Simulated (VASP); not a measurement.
# Mg2Sn (Fm-3m) in VASP: notebook

Runs on Mg2Sn. Level: HSE06. Tasks: single point.

All numbers are computed with VASP 6.6.1; they aren't measurements. Logs are shortened: lines on timing, memory, paths and dates and some standing lists are left out, and cuts for length are marked.

**1. The cell of the first run**

It takes space group Fm-3m (No. 225, cubic). Conventional cell: a = 6.895 Å, b = 6.895 Å, c = 6.895 Å, α = 90.00°, β = 90.00°, γ = 90.00°. Sn (site symmetry m-3m) has 8 Mg at 2.99 Å within 3.9 Å. Within 3.9 Å of Mg (site symmetry -43m) lie 4 Sn at 2.99 Å and 6 Mg at 3.45 Å.

**2. Single point, HSE06 (strain +2.0%)**

File POSCAR:

```
Mg2Sn
1.0
    0.0000000000      3.4475339877      3.4475339877
    3.4475339877      0.0000000000      3.4475339877
    3.4475339877      3.4475339877      0.0000000000
Sn Mg
1 2
Direct
    0.0000000000      0.0000000000      0.0000000000
    0.2500000000      0.2500000000      0.2500000000
    0.7500000000      0.7500000000      0.7500000000
```

File INCAR.step1:

```
PREC = Accurate
ENCUT = 520
EDIFF = 1E-5
ISMEAR = -1
SIGMA = 0.02
LREAL = False
LASPH = True
NELM = 120
ALGO = Normal
ISIF = 2
LWAVE = True
LCHARG = False
GGA = PE
NBANDS = 16
GGA_COMPAT = False
```

File INCAR.step2:

```
PREC = Accurate
ENCUT = 520
EDIFF = 1E-6
ISMEAR = -1
SIGMA = 0.02
LREAL = False
LASPH = True
NELM = 120
ALGO = Normal
ISIF = 2
LWAVE = False
LCHARG = False
GGA = PE
LHFCALC = True
HFSCREEN = 0.2079
PRECFOCK = Normal
ISTART = 1
NBANDS = 16
GGA_COMPAT = False
```

File KPOINTS:

```
Automatic mesh
0
Gamma
  4 4 4
```

Potentials or basis: VASP PAW PBE potentials, release 64 (Sn_d, Mg).

Command:

```
$ cat potpaw_PBE.64/Sn_d/POTCAR potpaw_PBE.64/Mg/POTCAR > POTCAR
$ cp INCAR.step1 INCAR
$ mpirun -np 1 vasp_std > vasp.out
$ cp INCAR.step2 INCAR
$ mpirun -np 1 vasp_std > vasp.out
```

OUTCAR:

```text
PREC = Accurate
   ENCUT = 520
   EDIFF = 1E-6
   ISMEAR = -1
   LREAL = False
   LASPH = True
   NELM = 120
   ISIF = 2
   GGA = PE
   LHFCALC = True
   HFSCREEN = 0.2079
   PRECFOCK = Normal
   ISTART = 1

 ion  position               nearest neighbor table
   1  0.000  0.000  0.000-   3 2.99   3 2.99   3 2.99   2 2.99   3 2.99   2 2.99   2 2.99   2 2.99

   2  0.250  0.250  0.250-   1 2.99   1 2.99   1 2.99   1 2.99   3 3.45   3 3.45   3 3.45   3 3.45
                             3 3.45   3 3.45
   3  0.750  0.750  0.750-   1 2.99   1 2.99   1 2.99   1 2.99   2 3.45   2 3.45   2 3.45   2 3.45
                             2 3.45   2 3.45

  LATTYP: Found a face centered cubic cell.
 ALAT       =     6.8950679754

  Lattice vectors:

 A1 = (   0.0000000000,   3.4475339877,   3.4475339877)
 A2 = (   3.4475339877,   0.0000000000,   3.4475339877)
 A3 = (   3.4475339877,   3.4475339877,   0.0000000000)

Analysis of symmetry for initial positions (statically):
=====================================================================
 Subroutine PRICEL returns:
 Original cell was already a primitive cell.

 Routine SETGRP: Setting up the symmetry group for a
 face centered cubic supercell.

 Subroutine GETGRP returns: Found 48 space group operations
 (whereof 48 operations were pure point group operations)
 out of a pool of 48 trial point group operations.

The static configuration has the point symmetry O_h .

Analysis of symmetry for dynamics (positions and initial velocities):
=====================================================================
 Subroutine PRICEL returns:
 Original cell was already a primitive cell.

 Routine SETGRP: Setting up the symmetry group for a
 face centered cubic supercell.

 Subroutine GETGRP returns: Found 48 space group operations
 (whereof 48 operations were pure point group operations)
 out of a pool of 48 trial point group operations.

The dynamic configuration has the point symmetry O_h .

 Subroutine INISYM returns: Found 48 space group operations
 (whereof 48 operations are pure point group operations),
 and found     1 'primitive' translations

----------------------------------------------------------------------------------------

                                     Primitive cell

  volume of cell :      81.9513

  direct lattice vectors                    reciprocal lattice vectors
     0.000000000  3.447533988  3.447533988    -0.145031203  0.145031203  0.145031203
     3.447533988  0.000000000  3.447533988     0.145031203 -0.145031203  0.145031203
     3.447533988  3.447533988  0.000000000     0.145031203  0.145031203 -0.145031203

  length of vectors
     4.875549322  4.875549322  4.875549322     0.251201411  0.251201411  0.251201411

  position of ions in fractional coordinates (direct lattice)
     0.000000000  0.000000000  0.000000000
     0.250000000  0.250000000  0.250000000
     0.750000000  0.750000000  0.750000000

  ion indices of the primitive-cell ions
   primitive index   ion index
                 1           1
                 2           2
                 3           3

----------------------------------------------------------------------------------------

 KPOINTS: Automatic mesh

Automatic generation of k-mesh.
 Grid dimensions read from file:
 generate k-points for:    4    4    4

 Generating k-lattice:

  Cartesian coordinates                     Fractional coordinates (reciprocal lattice)
    -0.036257801  0.036257801  0.036257801     0.250000000  0.000000000  0.000000000
     0.036257801 -0.036257801  0.036257801     0.000000000  0.250000000  0.000000000
     0.036257801  0.036257801 -0.036257801     0.000000000  0.000000000  0.250000000

  Length of vectors
     0.062800353  0.062800353  0.062800353

  Shift w.r.t. Gamma in fractional coordinates (k-lattice)
     0.000000000  0.000000000  0.000000000

 Subroutine IBZKPT returns following result:
 ===========================================

 Found      8 irreducible k-points:

 Following reciprocal coordinates:
            Coordinates               Weight
  0.000000  0.000000  0.000000      1.000000
  0.250000  0.000000  0.000000      8.000000
  0.500000  0.000000  0.000000      4.000000
  0.250000  0.250000  0.000000      6.000000
  0.500000  0.250000  0.000000     24.000000
 -0.250000  0.250000  0.000000     12.000000
  0.500000  0.500000  0.000000      3.000000
 -0.250000  0.500000  0.250000      6.000000
   k-points           NKPTS =      8   k-points in BZ     NKDIM =     64   number of bands    NBANDS=     16
   number of dos      NEDOS =    301   number of ions     NIONS =      3
   total plane-waves  NPLWV =  46656
   dimension x,y,z NGX =    36 NGY =   36 NGZ =   36
   dimension x,y,z NGXF=    72 NGYF=   72 NGZF=   72
   ions per type =               1   2
   NGX,Y,Z   is equivalent  to a cutoff of  12.28, 12.28, 12.28 a.u.
   NGXF,Y,Z  is equivalent  to a cutoff of  24.55, 24.55, 24.55 a.u.
 SYSTEM =  unknown system
   PREC   = accura    normal or accurate (medium, high low for compatibility)
   ISTART =      1    job   : 0-new  1-cont  2-samecut
   ICHARG =      0    charge: 1-file 2-atom 10-const
   ISPIN  =      1    spin polarized calculation?
   LNONCOLLINEAR =      F non collinear calculations
   LSORBIT =      F    spin-orbit coupling
   LASPH  =      T    aspherical Exc in radial PAW
   ENCUT  =  520.0 eV  38.22 Ry    6.18 a.u.   9.07  9.07  9.07*2*pi/ulx,y,z
   NELM   =    120;   NELMIN=  2; NELMDL=  0     # of ELM steps
   EDIFF  = 0.1E-05   stopping-criterion for ELM
   LREAL  =      F    real-space projection
   EDIFFG = 0.1E-04   stopping-criterion for IOM
   NSW    =      0    number of steps for IOM
   IBRION =     -1    ionic relax: 0-MD 1-quasi-New 2-CG
   NFREE  =      0    steps in history (QN), initial steepest desc. (CG)
   ISIF   =      2    stress and relaxation
   ISYM   =      3    0-nonsym 1-usesym 2-fastsym
   POTIM  = 0.5000    time-step for ionic-motion
   TEBEG  =    0.0;   TEEND  =   0.0 temperature during run
   PSTRESS=    0.0 pullay stress
   NELECT =      18.0000    total number of electrons
   NUPDOWN=      -1.0000    fix difference up-down
   EMIN   =  10.00;   EMAX   =-10.00  energy-range for DOS
   EFERMI =   0.00;   METHOD = LEGACY
   ISMEAR =    -1;   SIGMA  =   0.02  broadening in eV -4-tet -1-fermi 0-gaus
   EFERMI_NEDOS =   21; number of points for ismear=-14 and -15
   IALGO  =     38    algorithm
   IMIX   =      1    mixing-type and parameters
     AMIX     =   0.40;   BMIX     =  1.00
     AMIX_MAG =   1.60;   BMIX_MAG =  1.00
  volume/ion in A,a.u.               =      27.32       184.34
  Fermi-wavevector in a.u.,A,eV,Ry     =   0.987750  1.866577 13.274529  0.975650
  Thomas-Fermi vector in A             =   2.119227
   LORBIT       =      0    0 simple, 1 ext, 2 COOP (PROOUT), +10 PAW based schemes
   GGA     = PE    functional components
   LHFCALC =     T    Hartree Fock is set to
   PRECFOCK=normal    Normal, Fast or Accurate (Low or Medium for compatibility)
   ENCUT4O =  -1.0   cutoff for four orbital integrals eV
   NKREDX  =     1    reduce k-point grid by
   NKREDY  =     1    reduce k-point grid by
   NKREDZ  =     1    reduce k-point grid by
   AEXX    =    0.2500 exact exchange contribution
   HFSCREEN=    0.2079 screening length (either q_TF or 0.3 A-1)
   HFSCREENC=   0.2079 screening length for correlation (either q_TF or 0.3 A-1)
   ENCUTFOCK=  -1.0 apply spherical cutoff to Coloumb kernel
   IVDW    =     0    specifies the selected vdW correction
   LEPSILON=     F    determine dielectric tensor
   LRPA    =     F    only Hartree local field effects (RPA)
 non-spin polarized calculation
  energy-cutoff  :      520.00
  volume of cell :       81.95
 maximum number of plane-waves:      2229
  NGX = 28; NGY = 28; NGZ = 28

 number of electron      17.9999990 magnetization

 Free energy of the ion-electron system (eV)
  ---------------------------------------------------
  ext. energy  EPLUGINS =         0.00000000
  ---------------------------------------------------
  free energy    TOTEN  =        -8.09668666 eV

  energy without entropy =       -8.09446171  energy(sigma->0) =       -8.09557419

 E-fermi :   3.7143     XC(G=0):  -7.1489

 val. band max:        3.6954865921   @ k =   0.0000   0.0000   0.0000
 cond. band min:       3.7331873052   @ k =   0.5000   0.5000   0.0000
 fundamental gap:      0.0377007131
 Fermi energy:         3.7143367154

 k-point     1 :       0.0000    0.0000    0.0000
  band No.  band energies     occupation
      1     -19.2764      2.00000
      2     -19.2764      2.00000
      3     -19.2764      2.00000
      4     -19.2468      2.00000
      5     -19.2468      2.00000
      6      -6.1549      2.00000
[... 8 lines left out ...]
     15       9.6614      0.00000
     16       9.6614      0.00000

 k-point     2 :       0.2500    0.0000    0.0000
  band No.  band energies     occupation
      1     -19.2760      2.00000
      2     -19.2750      2.00000
      3     -19.2750      2.00000
      4     -19.2464      2.00000
      5     -19.2464      2.00000
      6      -5.6326      2.00000
[... 8 lines left out ...]
     15       8.7126      0.00000
     16       8.7642      0.00000

 k-point     3 :       0.5000    0.0000    0.0000
  band No.  band energies     occupation
      1     -19.2756      2.00000
      2     -19.2737      2.00000
      3     -19.2737      2.00000
      4     -19.2460      2.00000
      5     -19.2460      2.00000
      6      -4.7985      2.00000
[... 8 lines left out ...]
     15      11.1528      0.00000
     16      11.6169      0.00000

 k-point     4 :       0.2500    0.2500    0.0000
  band No.  band energies     occupation
      1     -19.2777      2.00000
      2     -19.2736      2.00000
      3     -19.2736      2.00000
      4     -19.2474      2.00000
      5     -19.2454      2.00000
      6      -5.4517      2.00000
[... 8 lines left out ...]
     15      10.3759      0.00000
     16      11.0206      0.00000

 k-point     5 :       0.5000    0.2500    0.0000
  band No.  band energies     occupation
      1     -19.2767      2.00000
      2     -19.2728      2.00000
      3     -19.2722      2.00000
      4     -19.2472      2.00000
      5     -19.2451      2.00000
      6      -4.5869      2.00000
[... 8 lines left out ...]
     15      11.2218      0.00000
     16      11.6286      0.00000

 k-point     6 :      -0.2500    0.2500    0.0000
  band No.  band energies     occupation
      1     -19.2749      2.00000
      2     -19.2743      2.00000
      3     -19.2735      2.00000
      4     -19.2462      2.00000
      5     -19.2462      2.00000
      6      -4.9047      2.00000
[... 8 lines left out ...]
     15      10.8738      0.00000
     16      11.2016      0.00000

 k-point     7 :       0.5000    0.5000    0.0000
  band No.  band energies     occupation
      1     -19.2790      2.00000
      2     -19.2707      2.00000
      3     -19.2707      2.00000
      4     -19.2482      2.00000
      5     -19.2441      2.00000
      6      -4.2468      2.00000
[... 8 lines left out ...]
     15      12.2378      0.00000
     16      12.2378      0.00000

 k-point     8 :      -0.2500    0.5000    0.2500
  band No.  band energies     occupation
      1     -19.2749      2.00000
      2     -19.2749      2.00000
      3     -19.2707      2.00000
      4     -19.2472      2.00000
      5     -19.2451      2.00000
      6      -4.2145      2.00000
[... 8 lines left out ...]
     15      11.9300      0.00000
     16      12.4876      0.00000

------------------------ aborting loop because EDIFF is reached ----------------------------------------

  FORCE on cell =-STRESS in cart. coord.  units (eV):
  Direction    XX          YY          ZZ          XY          YZ          ZX
  --------------------------------------------------------------------------------------
  -------------------------------------------------------------------------------------
  Total       -1.2576162     -1.2576162     -1.2576162     -0.0000000      0.0000000     -0.0000000
  in kB      -24.5868588    -24.5868588    -24.5868588     -0.0000000      0.0000000     -0.0000000
  external PRESSURE =     -24.5868588 kB  Pullay stress =       0.0000000 kB

 VOLUME and BASIS-vectors are now :
 -----------------------------------------------------------------------------
  energy-cutoff  :      520.00
  volume of cell :       81.95
      direct lattice vectors                 reciprocal lattice vectors
     0.000000000  3.447533988  3.447533988    -0.145031203  0.145031203  0.145031203
     3.447533988  0.000000000  3.447533988     0.145031203 -0.145031203  0.145031203
     3.447533988  3.447533988  0.000000000     0.145031203  0.145031203 -0.145031203

 POSITION                                       TOTAL-FORCE (eV/Angst)
 -----------------------------------------------------------------------------------
      0.00000      0.00000      0.00000         0.000000      0.000000      0.000000
      1.72377      1.72377      1.72377        -0.000000      0.000000      0.000000
      5.17130      5.17130      5.17130         0.000000     -0.000000     -0.000000
 -----------------------------------------------------------------------------------
    total drift:                                0.000009      0.000003      0.000006

  FREE ENERGIE OF THE ION-ELECTRON SYSTEM (eV)
  ---------------------------------------------------
  free  energy   TOTEN  =        -8.0966866639 eV

  energy  without entropy=       -8.0944617103  energy(sigma->0) =       -8.09557419
```

It took 5.7 min on 1 thread of Intel Xeon 6975P-C (Granite Rapids), shared host; peak memory 0.32 GiB.

Results:

| Property | Result |
| --- | --- |
| Free energy | -8.0967 eV |
| Pressure | -2.5 GPa |

Caveat: the k points lie up to 0.39 Å⁻¹ apart; the cell differs from its parent crystal (strain +2.0%); the structure was generated, so it needn't be the stable form of Mg2Sn; the PAW data sets were made with another functional, which shifts forces and pressure a little; spin-orbit coupling is left out, which moves the levels of the heavy elements.

**3. Single point, HSE06 (strain +3.0%)**

File POSCAR:

```
Mg2Sn
1.0
    0.0000000000      3.4813333405      3.4813333405
    3.4813333405      0.0000000000      3.4813333405
    3.4813333405      3.4813333405      0.0000000000
Sn Mg
1 2
Direct
    0.0000000000      0.0000000000      0.0000000000
    0.2500000000      0.2500000000      0.2500000000
    0.7500000000      0.7500000000      0.7500000000
```

File INCAR.step1:

```
SYSTEM = Mg2Sn
PREC = Accurate
ENCUT = 520
EDIFF = 1E-5
ISMEAR = -1
SIGMA = 0.02
LREAL = .False.
LASPH = .True.
NELM = 120
ALGO = Normal
ISIF = 2
LWAVE = .True.
LCHARG = .False.
NBANDS = 16
GGA = PE
GGA_COMPAT = .False.
```

File INCAR.step2:

```
SYSTEM = Mg2Sn
PREC = Accurate
ENCUT = 520
EDIFF = 1E-6
ISMEAR = -1
SIGMA = 0.02
LREAL = .False.
LASPH = .True.
NELM = 120
ALGO = Normal
ISIF = 2
LWAVE = .False.
LCHARG = .False.
GGA = PE
LHFCALC = .True.
HFSCREEN = 0.2079
PRECFOCK = Normal
NBANDS = 16
ISTART = 1
GGA_COMPAT = .False.
```

File KPOINTS:

```
Automatic mesh
0
Gamma
  4 4 4
  0 0 0
```

Potentials or basis: VASP PAW PBE potentials, release 64 (Sn_d, Mg).

Command:

```
$ cat potpaw_PBE.64/Sn_d/POTCAR potpaw_PBE.64/Mg/POTCAR > POTCAR
$ cp INCAR.step1 INCAR
$ mpirun -np 1 vasp_std > vasp.out
$ cp INCAR.step2 INCAR
$ mpirun -np 1 vasp_std > vasp.out
```

It took 5.9 min on 1 thread of Intel Xeon 6975P-C (Granite Rapids), shared host; peak memory 0.34 GiB.

It converged, with:

```yaml
Free_energy: -8.0535 eV
Pressure: -3.3 GPa
Band_gap_on_the_k_mesh: zero (bands 9 and 10 overlap by 0.04 eV)
```

Levels at points of the mesh, in eV from the Fermi level:
| k point | band 7 | band 8 | band 9 | band 10 | band 11 | band 12 |
| --- | --- | --- | --- | --- | --- | --- |
| (0.00, 0.00, 0.00) | 0.02 | 0.02 | 0.02 | 1.52 | 2.44 | 2.44 |
| (0.50, 0.00, 0.00) | -5.03 | -0.87 | -0.87 | 0.77 | 2.59 | 2.59 |
| (0.50, 0.50, 0.00) | -4.84 | -2.18 | -2.18 | -0.02 | 0.58 | 7.61 |

Caveat: the k points lie up to 0.39 Å⁻¹ apart; the cell differs from its parent crystal (strain +3.0%); the structure was generated, so it needn't be the stable form of Mg2Sn; the PAW data sets were made with another functional, which shifts forces and pressure a little; spin-orbit coupling is left out, which moves the levels of the heavy elements.

**4. Single point, HSE06 (strain +4.0%)**

File POSCAR:

```
Mg2Sn
1.0
    0.0000000000      3.5151326934      3.5151326934
    3.5151326934      0.0000000000      3.5151326934
    3.5151326934      3.5151326934      0.0000000000
Sn Mg
1 2
Direct
    0.0000000000      0.0000000000      0.0000000000
    0.2500000000      0.2500000000      0.2500000000
    0.7500000000      0.7500000000      0.7500000000
```

File INCAR.step1:

```
SYSTEM = Mg2Sn
PREC = Accurate ; ENCUT = 520
EDIFF = 1E-5 ; ISMEAR = -1
SIGMA = 0.02 ; LREAL = .FALSE.
LASPH = .TRUE. ; NELM = 120
ALGO = Normal ; ISIF = 2
LWAVE = .TRUE. ; LCHARG = .FALSE.
NBANDS = 16 ; GGA = PE
GGA_COMPAT = .FALSE.
```

File INCAR.step2:

```
SYSTEM = Mg2Sn
PREC = Accurate ; ENCUT = 520
EDIFF = 1E-6 ; ISMEAR = -1
SIGMA = 0.02 ; LREAL = .FALSE.
LASPH = .TRUE. ; NELM = 120
ALGO = Normal ; ISIF = 2
LWAVE = .FALSE. ; LCHARG = .FALSE.
GGA = PE ; LHFCALC = .TRUE.
HFSCREEN = 0.2079 ; PRECFOCK = Normal
NBANDS = 16 ; ISTART = 1
GGA_COMPAT = .FALSE.
```

File KPOINTS:

```
regular mesh
0
G
  4 4 4
  0 0 0
```

Command:

```
$ cat potpaw_PBE.64/Sn_d/POTCAR potpaw_PBE.64/Mg/POTCAR > POTCAR
$ cp INCAR.step1 INCAR
$ mpirun -np 1 vasp_std > vasp.out
$ cp INCAR.step2 INCAR
$ mpirun -np 1 vasp_std > vasp.out
```

It took 4.7 min on 1 thread of Intel Xeon 6975P-C (Granite Rapids), shared host; peak memory 0.34 GiB.

Results (log left out):

- Free energy: -7.9968 eV
- Pressure: -4.1 GPa
- Band gap on the k mesh: zero (bands 9 and 10 overlap by 0.10 eV)

Levels at points of the mesh, in eV from the Fermi level:
```tsv
k point	band 5	band 6	band 7	band 8	band 9	band 10	band 11	band 12	band 13	band 14
(0.00, 0.00, 0.00)	-22.97	-9.56	0.05	0.05	0.05	1.37	2.43	2.43	2.43	4.00
(0.50, 0.00, 0.00)	-22.97	-8.31	-4.90	-0.82	-0.82	0.68	2.59	2.59	4.33	7.25
(0.50, 0.50, 0.00)	-22.97	-7.80	-4.73	-2.10	-2.10	-0.05	0.63	7.49	7.49	7.98
```

Caveat: the k points lie up to 0.39 Å⁻¹ apart; the cell differs from its parent crystal (strain +4.0%); the structure was generated, so it needn't be the stable form of Mg2Sn; the PAW data sets were made with another functional, which shifts forces and pressure a little; spin-orbit coupling is left out, which moves the levels of the heavy elements.

**5. Summary**

```tsv
cell	gap on the mesh (eV)	pressure (GPa)
a = 4.876 Å, angles 60.0°, 3 atoms	-	-2.5
a = 4.923 Å, angles 60.0°, 3 atoms	none	-3.3
a = 4.971 Å, angles 60.0°, 3 atoms	none	-4.1
```

Alike in all rows: task single point; level HSE06; potentials or basis VASP PAW PBE potentials, release 64 (Sn_d, Mg); no spin polarisation; k mesh 4 × 4 × 4; cutoff (eV) 520; smearing fermi-dirac 0.02 eV.

Caveats: all runs use coarse meshes; the structure was generated, so it needn't be the stable form of Mg2Sn; the PAW data sets were made with another functional, which shifts forces and pressure a little; spin-orbit coupling is left out, which moves the levels of the heavy elements.

Absolute energies hang on the potentials; compare differences alone.

The gap in the log of VASP goes by the Fermi energy; the results here count the filled bands.